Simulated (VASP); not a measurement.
**BN: single point with PBEsol**

The system is BN.

```
CELL_PARAMETERS angstrom
1.25112 0.72234 3.37293
-1.25112 0.72234 3.37293
0.00000 -1.44467 3.37293
ATOMIC_POSITIONS crystal
B 0.99967 0.99967 0.99967
N 0.29933 0.34172 0.35723
```

This cell differs from its parent crystal: all N atoms moved -0.075 Å, as atom 2 along Cartesian [1 1 0].

```json
{"Program": "VASP 6.6.1", "Task": "single point", "Functional": "PBEsol", "Potentials or basis": "VASP PAW PBE potentials, release 64 (B, N)", "Cutoff": "520 eV", "k mesh": "12 × 12 × 12", "Occupations": "gaussian, width 0.05 eV", "Spin": "no spin polarisation"}
```

```yaml
Pressure: 3.0 GPa
Largest_force: 2.904 eV/Å
Band_gap_on_the_k_mesh: 3.79 eV (least direct gap 4.56 eV)
```

Forces on the atoms (eV/Å):
```
B   -1.860 -2.230 -0.002
N    1.860  2.230  0.002
```

Stress tensor (GPa, compression positive):
```
-1.98 -5.49  0.00
-5.49 10.66 -0.01
 0.00 -0.01  0.33
```

Levels at points of the mesh, in eV from the valence-band top:
```tsv
k point	band 1	band 2	band 3	band 4	band 5	band 6	band 7	band 8
(0.00, 0.00, 0.00)	-17.76	-4.24	-2.15	-0.42	4.94	10.48	12.82	13.13
(0.50, 0.00, 0.00)	-14.46	-8.81	-4.55	-0.91	5.75	9.73	12.88	14.87
(0.00, 0.50, 0.00)	-14.60	-9.01	-3.89	-0.58	5.06	9.66	12.81	14.78
(0.00, 0.00, 0.50)	-14.64	-9.06	-3.74	-0.46	4.82	9.81	12.78	14.77
(0.50, 0.50, 0.00)	-14.58	-8.93	-3.80	-1.03	3.79	9.79	14.09	17.29
(0.50, 0.00, 0.50)	-14.53	-8.89	-3.95	-1.16	4.02	9.63	14.06	17.33
(0.00, 0.50, 0.50)	-14.39	-8.69	-4.60	-1.50	4.70	9.73	13.95	17.38
(0.50, 0.50, 0.50)	-17.50	-6.24	-2.17	-0.43	9.95	10.34	12.22	12.84
```

It took 100 s on 1 thread of Intel(R) Xeon(R) 6975P-C (Granite Rapids), on a shared host, peak memory 0.29 GiB.

Caveat: the cell differs from its parent crystal (all N atoms moved -0.075 Å, as atom 2 along Cartesian [1 1 0]); the stress differs along the axes, from -2 to 11 GPa; the PAW data sets were made with another functional, which shifts forces and pressure a little. A k mesh can miss the band edges.
